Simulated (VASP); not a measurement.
Here is a VASP 6.6.1 calculation.

File INCAR:

```
ALGO     = Normal         # electronic algorithm
EDIFF    = 1E-8           # SCF threshold, eV
ENCUT    = 520            # plane-wave cutoff, eV
GGA      = PE             # functional
IBRION   = 6              # ionic algorithm
ISIF     = 2              # what is computed and relaxed
ISMEAR   = 0              # smearing method
IVDW     = 12             # dispersion correction
LASPH    = T              # aspherical terms in the spheres
LCHARG   = F              # write CHGCAR
LREAL    = F              # projectors in reciprocal space
LWAVE    = F              # write WAVECAR
NELM     = 60             # most SCF steps
NFREE    = 2            
NSW      = 1              # ionic steps
POTIM    = 0.015          # step
PREC     = Accurate       # precision mode
SIGMA    = 0.01           # smearing width, eV
```

File KPOINTS:

```
k-points
0
Gamma
  12 12 12
```

POSCAR

```
BN
1.0
    1.2466858301      0.7197743996      2.9541239727
   -1.2466858301      0.7197743996      2.9541239727
    0.0000000000     -1.4395487993      2.9541239727
B N
1 1
Direct
    1.0001061584      1.0001061584      1.0001061584
    0.3323268416      0.3323268416      0.3323268416
```

Potentials or basis: VASP PAW PBE potentials, release 64 (B, N).

Command:

```sh
$ cat potpaw_PBE.64/B/POTCAR potpaw_PBE.64/N/POTCAR > POTCAR
$ mpirun -np 1 vasp_std > vasp.out
```

(1) Predict the highest phonon frequency at Γ, LO-TO splitting left out.

(2) Estimate the dispersion energy per atom.

Results:

(1) 1381 cm⁻¹.

(2) -0.164 eV.

Caveat: the cell stands under pressure or tension, which shifts response properties.
